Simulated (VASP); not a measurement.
Write the native input for VASP 6.6.1 that does the following.

- Task: single point
- Functional: r2SCAN
- Potentials or basis: VASP PAW PBE potentials, release 64 (Li_sv)
- Cutoff: 520 eV
- k mesh: 10 × 10 × 10
- Occupations: fermi-dirac, width 0.1 eV
- Spin: no spin polarisation
- Dipole correction: no
- Further INCAR settings: ALGO = Normal; EDIFF = 1e-06; NBANDS = 8

The system is Li.

```
CELL_PARAMETERS angstrom
-1.73794 1.73794 1.73794
1.73794 -1.73794 1.73794
1.73794 1.73794 -1.73794
ATOMIC_POSITIONS crystal
Li 0.00000 0.00000 0.00000
```

The input as run:

POSCAR

```
Li
1.0
   -1.7379403969      1.7379403969      1.7379403969
    1.7379403969     -1.7379403969      1.7379403969
    1.7379403969      1.7379403969     -1.7379403969
Li
1
Direct
    0.0000000000      0.0000000000      0.0000000000
```

INCAR.step1

```
SYSTEM = Li
  PREC = Accurate
  ENCUT = 520
  ISMEAR = -1
  SIGMA = 0.1
  LREAL = .FALSE.
  LASPH = .TRUE.
  NELM = 80
  NBANDS = 8
  GGA = PE
  ALGO = Normal
  EDIFF = 1E-4
  LWAVE = .TRUE.
  LCHARG = .FALSE.
```

INCAR.step2

```
SYSTEM = Li
  PREC = Accurate
  ENCUT = 520
  EDIFF = 1E-6
  ISMEAR = -1
  SIGMA = 0.1
  LREAL = .FALSE.
  LASPH = .TRUE.
  NELM = 80
  ALGO = Normal
  ISIF = 2
  LWAVE = .FALSE.
  LCHARG = .FALSE.
  METAGGA = R2SCAN
  LMIXTAU = .TRUE.
  NBANDS = 8
  ISTART = 1
```

KPOINTS

```
Automatic mesh
0
G
  10 10 10
  0 0 0
```

Potentials or basis: VASP PAW PBE potentials, release 64 (Li_sv).

The run is started by

```console
$ cat potpaw_PBE.64/Li_sv/POTCAR > POTCAR
$ cp INCAR.step1 INCAR
$ mpirun -np 1 vasp_std > vasp.out
$ cp INCAR.step2 INCAR
$ mpirun -np 1 vasp_std > vasp.out
```

Run time: 41 s on 1 thread of Intel Xeon 8259CL, on a shared host, peak memory 0.13 GiB.
